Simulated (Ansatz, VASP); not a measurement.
# Ba: VASP beside Ansatz

```xyz
2
Lattice="3.5396 0.0000 0.0000 -1.7698 3.0654 0.0000 0.0000 0.0000 5.7807" Properties=species:S:1:pos:R:3 pbc="T T T"
Ba    0.0000    2.0436    1.4452
Ba    1.7698    1.0218    4.3355
```

Alike in both runs: task relaxation of cell and atoms; functional PBEsol; k mesh 6 × 6 × 4; occupations gaussian, width 0.1 eV; no spin polarisation.

|  | VASP | Ansatz |
| --- | --- | --- |
| version | VASP 6.6.1 | Ansatz 0.2.0 |
| potentials or method | VASP PAW PBE potentials, release 64 (Ba_sv), cutoff 600 eV | scalar-relativistic, plane waves, PAW |
| valence electrons in the cell | 20 | 20 |

|  | VASP | Ansatz | Ansatz less VASP |
| --- | --- | --- | --- |
| gap on the k mesh at the Fermi level, each at its own relaxed structure (eV) | none | none | - |
| relaxed volume (Å³/atom) | 59.12 | 57.72 | -1.396 |
| relaxed cell length with the largest relative difference (Å) | 4.364 | 4.324 | -0.0403 |

VASP's potentials were made for PBE, not for PBEsol. A gap of «none» marks a metal or a gap that the smearing closes.

Spin-orbit coupling is off throughout. Noted on VASP's run: the volume moved by over 15 % at a fixed basis, so the end points are rough.
